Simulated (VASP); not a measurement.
# C in VASP: single point with PBEsol

Aim: the single point of C with PBEsol.

Program: VASP 6.6.1. These are calculated values, not measurements. Logs are shortened: lines on timing, memory, paths and dates and some standing lists are left out, and cuts for length are marked.

## Step 1: The cell of the first run

The cell holds a slab with vacuum, 2 atoms: a = 2.459 Å, b = 2.459 Å, c = 21.165 Å, α = 90.00°, β = 90.00°, γ = 120.00°.

## Step 2: Single point, PBEsol

INCAR reads:

```
ALGO = Normal ; DIPOL = 0.5 0.5 0.677
EDIFF = 1E-6 ; ENCUT = 520
GGA = PS ; GGA_COMPAT = False
IDIPOL = 3 ; ISIF = 2
ISMEAR = 0 ; LASPH = True
LCHARG = False ; LDIPOL = True
LREAL = False ; LWAVE = False
NBANDS = 11 ; NELM = 120
NELMDL = -8 ; PREC = Accurate
SIGMA = 0.04
```

KPOINTS reads:

```
k-points
0
Gamma
  15 15 1
```

POSCAR reads:

```
C
1.0
    2.4586883706      0.0000000000      0.0000000000
   -1.2293441853      2.1292865889      0.0000000000
    0.0000000000      0.0000000000     21.1645710927
C
2
Direct
    1.0000000000      0.0000000000      0.6766822215
    0.3333333333      0.6666666667      0.6766861516
```

Potentials or basis: VASP PAW PBE potentials, release 64 (C).

Run with:

```sh
> cat potpaw_PBE.64/C/POTCAR > POTCAR
> mpirun -np 1 vasp_std > vasp.out
```

OUTCAR:

```text
EDIFF = 1E-6
   ENCUT = 520
   GGA = PS
   ISIF = 2
   ISMEAR = 0
   LASPH = True
   LREAL = False
   NELM = 120
   NELMDL = -8
   PREC = Accurate

 ion  position               nearest neighbor table
   1  0.000  0.000  0.677-   2 1.42   2 1.42   2 1.42
   2  0.333  0.667  0.677-   1 1.42   1 1.42   1 1.42

  LATTYP: Found a hexagonal cell.
 ALAT       =     2.4586883706
 C/A-ratio  =     8.6080738599

  Lattice vectors:

 A1 = (   2.4586883706,   0.0000000000,   0.0000000000)
 A2 = (  -1.2293441853,   2.1292865889,   0.0000000000)
 A3 = (   0.0000000000,   0.0000000000,  21.1645710927)

Analysis of symmetry for initial positions (statically):
=====================================================================
 Subroutine PRICEL returns:
 Original cell was already a primitive cell.

 Routine SETGRP: Setting up the symmetry group for a
 hexagonal supercell.

 Subroutine GETGRP returns: Found 24 space group operations
 (whereof  6 operations were pure point group operations)
 out of a pool of 24 trial point group operations.

The static configuration has the point symmetry C_3v.
 The point group associated with its full space group is D_6h.

Analysis of symmetry for dynamics (positions and initial velocities):
=====================================================================
 Subroutine PRICEL returns:
 Original cell was already a primitive cell.

 Routine SETGRP: Setting up the symmetry group for a
 hexagonal supercell.

 Subroutine GETGRP returns: Found 24 space group operations
 (whereof  6 operations were pure point group operations)
 out of a pool of 24 trial point group operations.

The dynamic configuration has the point symmetry C_3v.
 The point group associated with its full space group is D_6h.

 Subroutine INISYM returns: Found 24 space group operations
 (whereof  6 operations are pure point group operations),
 and found     1 'primitive' translations

----------------------------------------------------------------------------------------

                                     Primitive cell

  volume of cell :     110.8019

  direct lattice vectors                    reciprocal lattice vectors
     2.458688371  0.000000000  0.000000000     0.406720922  0.234820434  0.000000000
    -1.229344185  2.129286589  0.000000000     0.000000000  0.469640867  0.000000000
     0.000000000  0.000000000 21.164571093     0.000000000  0.000000000  0.047248772

  length of vectors
     2.458688371  2.458688371 21.164571093     0.469640867  0.469640867  0.047248772

  position of ions in fractional coordinates (direct lattice)
     0.000000000  0.000000000  0.676682222
     0.333333333  0.666666667  0.676686152

  ion indices of the primitive-cell ions
   primitive index   ion index
                 1           1
                 2           2

----------------------------------------------------------------------------------------

 KPOINTS: k-points

Automatic generation of k-mesh.
 Grid dimensions read from file:
 generate k-points for:   15   15    1

 Generating k-lattice:

  Cartesian coordinates                     Fractional coordinates (reciprocal lattice)
     0.027114728  0.015654696  0.000000000     0.066666667  0.000000000  0.000000000
     0.000000000  0.031309391  0.000000000     0.000000000  0.066666667  0.000000000
     0.000000000  0.000000000  0.047248772     0.000000000  0.000000000  1.000000000

  Length of vectors
     0.031309391  0.031309391  0.047248772

  Shift w.r.t. Gamma in fractional coordinates (k-lattice)
     0.000000000  0.000000000  0.000000000

 Subroutine IBZKPT returns following result:
 ===========================================

 Found     27 irreducible k-points:

 Following reciprocal coordinates:
            Coordinates               Weight
  0.000000  0.000000  0.000000      1.000000
  0.066667 -0.000000  0.000000      6.000000
  0.133333 -0.000000  0.000000      6.000000
  0.200000 -0.000000  0.000000      6.000000
  0.266667 -0.000000  0.000000      6.000000
  0.333333 -0.000000  0.000000      6.000000
[... 16 lines left out ...]
  0.333333  0.200000  0.000000     12.000000
  0.400000  0.200000  0.000000      6.000000
 [... further k-points ...]
   k-points           NKPTS =     27   k-points in BZ     NKDIM =     27   number of bands    NBANDS=     11
   number of dos      NEDOS =    301   number of ions     NIONS =      2
   total plane-waves  NPLWV =  51840
   dimension x,y,z NGX =    18 NGY =   18 NGZ =  160
   dimension x,y,z NGXF=    36 NGYF=   36 NGZF=  320
   ions per type =               2
   NGX,Y,Z   is equivalent  to a cutoff of  12.17, 12.17, 12.57 a.u.
   NGXF,Y,Z  is equivalent  to a cutoff of  24.34, 24.34, 25.14 a.u.
 SYSTEM =  unknown system
   PREC   = accura    normal or accurate (medium, high low for compatibility)
   ISTART =      0    job   : 0-new  1-cont  2-samecut
   ICHARG =      2    charge: 1-file 2-atom 10-const
   ISPIN  =      1    spin polarized calculation?
   LNONCOLLINEAR =      F non collinear calculations
   LSORBIT =      F    spin-orbit coupling
   LASPH  =      T    aspherical Exc in radial PAW
   ENCUT  =  520.0 eV  38.22 Ry    6.18 a.u.   4.57  4.57 39.35*2*pi/ulx,y,z
   NELM   =    120;   NELMIN=  2; NELMDL= -8     # of ELM steps
   EDIFF  = 0.1E-05   stopping-criterion for ELM
   LREAL  =      F    real-space projection
   EDIFFG = 0.1E-04   stopping-criterion for IOM
   NSW    =      0    number of steps for IOM
   IBRION =     -1    ionic relax: 0-MD 1-quasi-New 2-CG
   NFREE  =      0    steps in history (QN), initial steepest desc. (CG)
   ISIF   =      2    stress and relaxation
   ISYM   =      2    0-nonsym 1-usesym 2-fastsym
   POTIM  = 0.5000    time-step for ionic-motion
   TEBEG  =    0.0;   TEEND  =   0.0 temperature during run
   PSTRESS=    0.0 pullay stress
   NELECT =       8.0000    total number of electrons
   NUPDOWN=      -1.0000    fix difference up-down
   EMIN   =  10.00;   EMAX   =-10.00  energy-range for DOS
   EFERMI =   0.00;   METHOD = LEGACY
   ISMEAR =     0;   SIGMA  =   0.04  broadening in eV -4-tet -1-fermi 0-gaus
   EFERMI_NEDOS =   21; number of points for ismear=-14 and -15
   IALGO  =     38    algorithm
   IMIX   =      4    mixing-type and parameters
     AMIX     =   0.40;   BMIX     =  1.00
     AMIX_MAG =   1.60;   BMIX_MAG =  1.00
  volume/ion in A,a.u.               =      55.40       373.86
  Fermi-wavevector in a.u.,A,eV,Ry     =   0.681693  1.288214  6.322709  0.464706
  Thomas-Fermi vector in A             =   1.760550
   LORBIT       =      0    0 simple, 1 ext, 2 COOP (PROOUT), +10 PAW based schemes
   GGA     = PS    functional components
   LHFCALC =     F    Hartree Fock is set to
   AEXX    =    0.0000 exact exchange contribution
   IVDW    =     0    specifies the selected vdW correction
   LEPSILON=     F    determine dielectric tensor
   LRPA    =     F    only Hartree local field effects (RPA)
 non-spin polarized calculation
 Gauss-broadening in eV      SIGMA  =   0.04
  energy-cutoff  :      520.00
  volume of cell :      110.80
 maximum number of plane-waves:      3030
   NGX =  9   NGY =  9   NGZ = 79

 dipolmoment           0.000000      0.000000      0.000167 electrons x Angstroem

 number of electron       7.9999999 magnetization

 dipolmoment           0.000000      0.000000     -0.000326 electrons x Angstroem

 Free energy of the ion-electron system (eV)
  ---------------------------------------------------
  ext. energy  EPLUGINS =         0.00000000
  ---------------------------------------------------
  free energy    TOTEN  =       -19.28063414 eV

  energy without entropy =      -19.28023294  energy(sigma->0) =      -19.28043354

 E-fermi :  -2.8769     XC(G=0):  -2.0733

 val. band max:       -2.8770715796   @ k =   0.3333   0.3333   0.0000
 cond. band min:      -2.8766574766   @ k =   0.3333   0.3333   0.0000
 fundamental gap:      0.0004141030
 Fermi energy:        -2.8768645282

 k-point     1 :       0.0000    0.0000    0.0000
  band No.  band energies     occupation
      1     -22.4325      2.00000
      2     -10.5857      2.00000
      3      -5.8797      2.00000
      4      -5.8797      2.00000
      5       0.5037      0.00000
      6       1.3018      0.00000
      7       1.4686      0.00000
      8       2.3484      0.00000
      9       2.7483      0.00000
     10       4.2266      0.00000
     11       4.7555      0.00000

 k-point     2 :       0.0667   -0.0000    0.0000
  band No.  band energies     occupation
      1     -22.3269      2.00000
      2     -10.4590      2.00000
      3      -6.3053      2.00000
      4      -6.1058      2.00000
      5       0.6467      0.00000
      6       1.4473      0.00000
      7       1.6157      0.00000
      8       2.4943      0.00000
      9       2.8937      0.00000
     10       4.3739      0.00000
     11       4.8958      0.00000

 k-point     3 :       0.1333   -0.0000    0.0000
  band No.  band energies     occupation
      1     -22.0107      2.00000
      2     -10.0810      2.00000
      3      -7.4370      2.00000
      4      -6.6779      2.00000
      5       1.0759      0.00000
      6       1.8832      0.00000
      7       2.0570      0.00000
      8       2.9316      0.00000
      9       3.3300      0.00000
     10       4.8039      0.00000
     11       5.2956      0.00000
[... 267 lines left out ...]
 k-point    23 :       0.3333    0.2000    0.0000
  band No.  band energies     occupation
      1     -17.4702      2.00000
      2     -14.5215      2.00000
      3     -11.6258      2.00000
      4      -5.0512      2.00000
      5      -0.8305      0.00000
      6       7.4152      0.00000
      7       7.9185      0.00000
      8       8.0902      0.00000
      9       8.6756      0.00000
     10       9.1393      0.00000
     11       9.8585      0.00000

 k-point    24 :       0.4000    0.2000    0.0000
  band No.  band energies     occupation
      1     -16.5099      2.00000
      2     -15.5939      2.00000
      3     -11.7573      2.00000
      4      -4.3914      2.00000
      5      -1.5802      0.00000
      6       8.0128      0.00000
      7       8.4313      0.00000
      8       9.1665      0.00000
      9       9.3780      0.00000
     10      10.4462      0.00000
     11      10.7207      0.00000

 [... further k-points ...]

------------------------ aborting loop because EDIFF is reached ----------------------------------------

 vacuum level on the upper side and lower side of the slab       (xc-potential included)        -0.215        -0.206

  FORCE on cell =-STRESS in cart. coord.  units (eV):
  Direction    XX          YY          ZZ          XY          YZ          ZX
  --------------------------------------------------------------------------------------
  -------------------------------------------------------------------------------------
  Total        0.1249458      0.1249458     -0.0101564      0.0000000     -0.0000000      0.0000000
  in kB        1.8066969      1.8066969     -0.1468605      0.0000000     -0.0000000      0.0000000
  external PRESSURE =       1.1555111 kB  Pullay stress =       0.0000000 kB

 VOLUME and BASIS-vectors are now :
 -----------------------------------------------------------------------------
  energy-cutoff  :      520.00
  volume of cell :      110.80
      direct lattice vectors                 reciprocal lattice vectors
     2.458688371  0.000000000  0.000000000     0.406720922  0.234820434  0.000000000
    -1.229344185  2.129286589  0.000000000     0.000000000  0.469640867  0.000000000
     0.000000000  0.000000000 21.164571093     0.000000000  0.000000000  0.047248772

 POSITION                                       TOTAL-FORCE (eV/Angst)
 -----------------------------------------------------------------------------------
      0.00000      0.00000     14.32169        -0.000000      0.000000      0.000000
     -0.00000      1.41952     14.32177         0.000000     -0.000000     -0.000000
 -----------------------------------------------------------------------------------
    total drift:                                0.000000      0.000000     -0.074450

  FREE ENERGIE OF THE ION-ELECTRON SYSTEM (eV)
  ---------------------------------------------------
  free  energy   TOTEN  =       -19.2806341353 eV

  energy  without entropy=      -19.2802329446  energy(sigma->0) =      -19.28043354

 vacuum level on the upper side and lower side of the slab         1.212         1.220
```

Run time: 56 s. Hardware: 1 thread of AMD EPYC 7R43 (Zen 3), shared host; peak memory 0.17 GiB.

Results:

| Quantity | Value |
| --- | --- |
| Free energy | -19.2806 eV |
| Band gap on the k mesh | zero (filled and empty bands touch) |

Levels at points of the mesh, in eV from the Fermi level:
| k point | band 1 | band 2 | band 3 | band 4 | band 5 | band 6 | band 7 | band 8 |
| --- | --- | --- | --- | --- | --- | --- | --- | --- |
| (0.00, 0.00, 0.00) | -19.56 | -7.71 | -3.00 | -3.00 | 3.38 | 4.18 | 4.35 | 5.23 |

Caveat: the PAW data sets were made with another functional, which shifts forces and pressure a little.
